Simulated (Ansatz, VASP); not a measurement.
SiC in VASP and in Ansatz

INCAR

```
ALGO = Normal
EDIFF = 1E-6
EDIFFG = -0.01
ENCUT = 520
GGA = CA
IBRION = 2
ISIF = 2
ISMEAR = 0
LASPH = True
LCHARG = False
LREAL = False
LWAVE = False
NELM = 100
NSW = 50
PREC = Accurate
SIGMA = 0.05
```

The input KPOINTS:

```
k-points
0
Gamma
  12 12 6
```

The input POSCAR:

```
SiC
1.0
    3.0939792228      0.0000000000      0.0000000000
   -1.5469896114      2.6794646057      0.0000000000
    0.0000000000      0.0000000000      5.2857541042
Si C
2 2
Direct
    0.3333333333      0.6666666667      0.0046041256
    0.6666666667      0.3333333333      0.5046041256
    0.3333333333      0.6666666667      0.3803958744
    0.6666666667      0.3333333333      0.8803958744
```

Input for Ansatz:

```yaml
crystal:
  lattice:
    - [3.0939792228, 0.0, 0.0]
    - [-1.5469896114, 2.6794646057, 0.0]
    - [0.0, 0.0, 5.2857541042]
  atoms:
    - { symbol: Si, position: [0.3333333333, 0.6666666667, 0.0046041256] }
    - { symbol: Si, position: [0.6666666667, 0.3333333333, 0.5046041256] }
    - { symbol: C, position: [0.3333333333, 0.6666666667, 0.3803958744] }
    - { symbol: C, position: [0.6666666667, 0.3333333333, 0.8803958744] }
basis:
  ecutwfc: 520.0
kpoints:
  mp_grid: { grid: [12, 12, 6] }
hamiltonian:
  xc: lda
  pseudopotentials: { kind: paw, azcp: { folder: soft_1 } }
scf:
  occupations: { method: gaussian, width: 0.05 }
output:
  forces: true
  stress: true
  eigenvalues: true
relax:
  adjacent_minimum: "off"
  f_tol: 0.01
  max_steps: 30
```

Alike in both runs: task relaxation of the atoms; functional LDA; k mesh 12 × 12 × 6; occupations gaussian, width 0.05 eV; no spin polarisation.

|  | VASP | Ansatz |
| --- | --- | --- |
| version | VASP 6.6.1 | Ansatz 0.2.0 |
| potentials or method | VASP PAW LDA potentials, release 64 (Si, C), cutoff 520 eV | scalar-relativistic, plane waves, PAW |
| valence electrons in the cell | 16 | 16 |

|  | VASP | Ansatz | Ansatz less VASP |
| --- | --- | --- | --- |
| gap on the k mesh at the Fermi level, each at its own relaxed structure (eV) | 2.03 | 2.05 | +0.017 |

Ansatz warns that its potentials were made for another functional, while VASP's fit it. LDA's correlation is that of Perdew and Zunger in VASP and of Perdew and Wang (1992) in Ansatz. Ansatz's warnings: stress scf threshold loose.
